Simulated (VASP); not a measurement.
Write the native input for VASP 6.6.1 that does the following.

```yaml
Task: single point
Functional: PBEsol
Potentials_or_basis: VASP PAW PBE potentials, release 64 (Cu_sv_GW, O)
Cutoff: 820 eV
k_mesh: 10 × 10 × 5
Occupations: fermi-dirac, width 0.05 eV
Spin: no spin polarisation
Hubbard_terms: Cu d U = 1.0 eV
Dipole_correction: no
Further_INCAR_settings: ALGO = Normal; EDIFF = 1e-06; NBANDS = 33
```

The structure of CuO lies in POSCAR:

```
CuO
1.0
    2.3418500000     -1.7113000000      0.0000000000
    2.3418500000      1.7113000000      0.0000000000
   -0.8500274268      0.0000000000      5.0578693947
Cu O
2 2
Direct
    0.5000000000      0.0000000000      0.5000000000
    0.0000000000      0.5000000000      0.0000000000
    0.4184000000      0.5816000000      0.7500000000
    0.5816000000      0.4184000000      0.2500000000
```

One way to write it, as run:

INCAR

```
SYSTEM = CuO
ALGO     = Normal         ! electronic algorithm
EDIFF    = 1E-6           ! SCF threshold, eV
ENCUT    = 820            ! plane-wave cutoff, eV
GGA      = PS             ! functional
GGA_COMPAT= .FALSE.      
ISIF     = 2              ! what is computed and relaxed
ISMEAR   = -1             ! smearing method
LASPH    = .TRUE.         ! aspherical terms in the spheres
LCHARG   = .TRUE.         ! write CHGCAR
LDAU     = .TRUE.         ! DFT+U
LDAUJ    = 0 0          
LDAUL    = 2 -1           ! shell
LDAUPRINT= 1            
LDAUTYPE = 2            
LDAUU    = 1 0            ! U, eV
LELF     = .TRUE.         ! ELF
LMAXMIX  = 4              ! l up to which the mixer works
LREAL    = .FALSE.        ! projectors in reciprocal space
LVHAR    = .TRUE.       
LWAVE    = .FALSE.        ! write WAVECAR
NBANDS   = 33             ! bands
NELM     = 200            ! most SCF steps
PREC     = Accurate       ! precision mode
SIGMA    = 0.05           ! smearing width, eV
```

KPOINTS

```
k-points
0
G
  10 10 5
  0 0 0
```

Potentials or basis: VASP PAW PBE potentials, release 64 (Cu_sv_GW, O).

Launch:

```console
$ cat potpaw_PBE.64/Cu_sv_GW/POTCAR potpaw_PBE.64/O/POTCAR > POTCAR
$ mpirun -np 1 vasp_std > vasp.out
```

Results of the run:

```json
{
 "Pressure": "-3.7 GPa",
 "Largest force": "0.336 eV/Å",
 "Band gap on the k mesh": "zero (bands 25 and 26 overlap by 0.61 eV)"
}
```

Caveat: the cell stands under tension; the PAW data sets were made with another functional, which shifts forces and pressure a little; U without spin polarisation on a metal has little footing.

Wall time 3.7 min on 1 thread of Intel(R) Xeon(R) Platinum 8559C (Emerald Rapids) (shared host), peak memory 0.45 GiB.
